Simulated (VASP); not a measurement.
## AlH2: relaxation of cell and atoms with PBE

The system is AlH2.

```
Al H
1.0
     2.68426    0.00000    0.00000
     0.00000    2.66364    0.00000
     0.00000    0.00000    7.46158
Al H
1 2
Cartesian
  1.3421 1.3318 0.0000
  1.3421 1.3318 4.1061
  1.3421 1.3318 3.3555
```

The cell was built from a structure type or drawn by symmetry, and may not be a known phase.

- Program: VASP 6.6.1
- Task: relaxation of cell and atoms
- Functional: PBE
- Potentials or basis: VASP PAW PBE potentials, release 64 (Al, H)
- Cutoff: 600 eV
- k mesh: 18 × 18 × 6
- Occupations: gaussian, width 0.1 eV
- Spin: no spin polarisation
- Dipole correction: no
- Further INCAR settings: ALGO = Normal; EDIFF = 1e-07; IBRION = 2; EDIFFG = -0.01; NSW = 100; ISIF = 3

- Relaxed volume: 17.82 Å³/atom
- Relaxed cell: a = 2.678 Å, b = 2.677 Å, c = 7.458 Å, α = 90.00°, β = 90.00°, γ = 90.00°
- Space group after relaxing (to 0.1 Å): P4/mmm (No. 123)
- Energy gained by relaxing: 0.1 meV/atom
- Ionic steps: 7
- Pressure after relaxing: 0.0 GPa
- Band gap on the k mesh: zero (an odd number of electrons rules out a gap without spin polarisation)

The path:
```tsv
step	energy change (eV)	largest force (eV/Å)	pressure (GPa)	volume (Å³)
1	0.0000	0.0126	0.03	53.35
2	-0.0001	0.0370	0.04	53.37
3	-0.0001	0.0609	0.05	53.38
4	-0.0002	0.0508	0.04	53.39
5	-0.0003	0.0207	0.00	53.43
6	-0.0002	0.0391	-0.08	53.50
7	-0.0003	0.0019	-0.02	53.45
```

Final structure:
```cif
data_structure
_symmetry_space_group_name_H-M 'P 1'
_symmetry_Int_Tables_number 1
_cell_length_a 2.6775
_cell_length_b 2.6769
_cell_length_c 7.4575
_cell_angle_alpha 90.000
_cell_angle_beta 90.000
_cell_angle_gamma 90.000
_cell_volume 53.45
loop_
_atom_site_label
_atom_site_type_symbol
_atom_site_fract_x
_atom_site_fract_y
_atom_site_fract_z
_atom_site_occupancy
Al1 Al 0.50000 0.50000 0.00000 1
H1 H 0.50000 0.50000 0.55030 1
H2 H 0.50000 0.50000 0.44970 1
```

Levels at points of the mesh, in eV from the Fermi level:
| k point | band 1 | band 2 | band 3 | band 4 | band 5 | band 6 |
| --- | --- | --- | --- | --- | --- | --- |
| (0.00, 0.00, 0.00) | -7.91 | -6.83 | -1.67 | 5.05 | 5.08 | 9.35 |
| (0.50, 0.00, 0.00) | -5.57 | -2.88 | -2.66 | 2.41 | 4.38 | 5.60 |
| (0.00, 0.50, 0.00) | -5.57 | -2.87 | -2.66 | 2.42 | 4.38 | 5.60 |
| (0.50, 0.50, 0.00) | -4.45 | 1.05 | 1.06 | 3.16 | 3.60 | 6.32 |
| (0.00, 0.00, 0.50) | -7.81 | -7.02 | -1.16 | 2.48 | 9.35 | 9.52 |
| (0.50, 0.00, 0.50) | -5.56 | -2.95 | -2.65 | 2.87 | 3.89 | 6.28 |
| (0.00, 0.50, 0.50) | -5.55 | -2.94 | -2.65 | 2.88 | 3.89 | 6.28 |
| (0.50, 0.50, 0.50) | -4.45 | 1.06 | 1.06 | 3.06 | 3.60 | 6.85 |

Run time: 2.2 min on 1 thread of Intel(R) Xeon(R) 6975P-C (Granite Rapids) (shared host), peak memory 0.32 GiB.
